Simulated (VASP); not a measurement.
Input of a VASP 6.6.1 run:

File INCAR:

```
SYSTEM = MgS
PREC = Accurate
ENCUT = 520
EDIFF = 1E-6
ISMEAR = 0
SIGMA = 0.01
LREAL = .False.
LASPH = .True.
NELM = 80
ALGO = Normal
ISIF = 2
LWAVE = .False.
LCHARG = .True.
GGA = PE
LELF = .True.
LVHAR = .True.
NBANDS = 11
```

Contents of KPOINTS:

```
Automatic mesh
0
Gamma
  6 6 6
  0 0 0
```

Contents of POSCAR:

```
MgS
1.0
    0.0000000000      2.6015179369      2.6015179369
    2.6015179369      0.0000000000      2.6015179369
    2.6015179369      2.6015179369      0.0000000000
Mg S
1 1
Direct
    0.0000000000      0.0000000000      0.0000000000
    0.5000000000      0.5000000000      0.5000000000
```

Potentials or basis: VASP PAW PBE potentials, release 64 (Mg, S).

Launch:

```bash
$ cat potpaw_PBE.64/Mg/POTCAR potpaw_PBE.64/S/POTCAR > POTCAR
$ mpirun -np 1 vasp_std > vasp.out
```

**Question.** What does it give for the pressure?

**Answer.** 0.9 GPa.

**Question.** Predict the band gap on the k mesh.

**Answer.** 2.77 eV (least direct gap 3.71 eV).

A k mesh can miss the band edges.
